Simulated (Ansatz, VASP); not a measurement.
# CuI in VASP and in Ansatz

```
Cu I
1.0
     4.02290    0.00000    0.00000
     0.00000    4.02290    0.00000
     0.00000    0.00000    5.65060
Cu I
2 2
Cartesian
  0.0000 0.0000 0.0000
  2.0114 2.0114 0.0000
  0.0000 2.0114 1.6460
  2.0114 0.0000 4.0046
```

Alike in both runs: task single point; functional PBEsol; k mesh 4 × 4 × 3; no spin polarisation.

```csv
,VASP,Ansatz
version,VASP 6.6.1,Ansatz 0.2.0
potentials or method,"VASP PAW PBE potentials, release 64 (Cu, I), cutoff 520 eV","plane waves, PAW"
occupations,"gaussian, width 0.01 eV",fixed
valence electrons in the cell,36,72
```

VASP gave:

| Item | Value |
| --- | --- |
| gap on the k mesh at the Fermi level (eV) | 1.45 |

Question: Which values does Ansatz return?

Answer: gap on the k mesh at the Fermi level (eV): 1.44.

VASP's potentials were made for PBE, not for PBEsol. VASP's potentials hold 36 valence electrons a cell and Ansatz's 72, so a difference there can come from the potentials and not from the codes.

Spin-orbit coupling is off throughout.
